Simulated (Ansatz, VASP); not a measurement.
## One calculation of Ag, two programs

Contents of INCAR:

```
ALGO = Normal
EDIFF = 1E-6
ENCUT = 520
GGA = PS
ISIF = 2
ISMEAR = 0
LASPH = T
LCHARG = T
LELF = T
LREAL = F
LVHAR = T
LWAVE = F
NBANDS = 12
NELM = 100
PREC = Accurate
SIGMA = 0.15
```

The input KPOINTS:

```
k-points
0
Gamma
  20 20 20
```

File POSCAR:

```
Ag
1.0
   -1.6639322700      1.6556540000      1.6556540000
    1.6639322700     -1.6556540000      1.6556540000
    1.6639322700      1.6556540000     -1.6556540000
Ag
1
Direct
    0.0000000000      0.0000000000      0.0000000000
```

Input for Ansatz:

```yaml
crystal:
  lattice:
    - [-1.66393227, 1.655654, 1.655654]
    - [1.66393227, -1.655654, 1.655654]
    - [1.66393227, 1.655654, -1.655654]
  atoms:
    - { symbol: Ag, position: [0.0, 0.0, 0.0] }
basis:
  ecutwfc: 420
kpoints:
  mp_grid: { grid: [20, 20, 20] }
hamiltonian:
  xc: pbesol
scf:
  occupations: { method: gaussian, width: 0.15 }
output:
  forces: true
  stress: true
  eigenvalues: true
```

Change from the starting cell: strain +0.0050 x Voigt [1, 0, 0, 0, 0, 0], atoms carried along.

Alike in both runs: task single point; functional PBEsol; k mesh 20 × 20 × 20; occupations gaussian, width 0.15 eV; no spin polarisation.

|  | VASP | Ansatz |
| --- | --- | --- |
| version | VASP 6.6.1 | Ansatz 0.2.0 |
| potentials or method | VASP PAW PBE potentials, release 64 (Ag), cutoff 520 eV | scalar-relativistic, plane waves, PAW |
| valence electrons in the cell | 11 | 19 |

Ansatz gave:

| Item | Value |
| --- | --- |
| gap on the k mesh at the Fermi level (eV) | none |
| pressure (GPa) | -7.5 |
| traceless stress, the component that is largest in VASP (GPa) | 0.09 |

Which values does VASP return?

gap on the k mesh at the Fermi level (eV): none; pressure (GPa): -7.7; traceless stress, the component that is largest in VASP (GPa): 0.08.

VASP's potentials were made for PBE, not for PBEsol. A gap of «none» marks a metal or a gap that the smearing closes. VASP's potentials hold 11 valence electrons a cell and Ansatz's 19, so a difference there can come from the potentials and not from the codes.
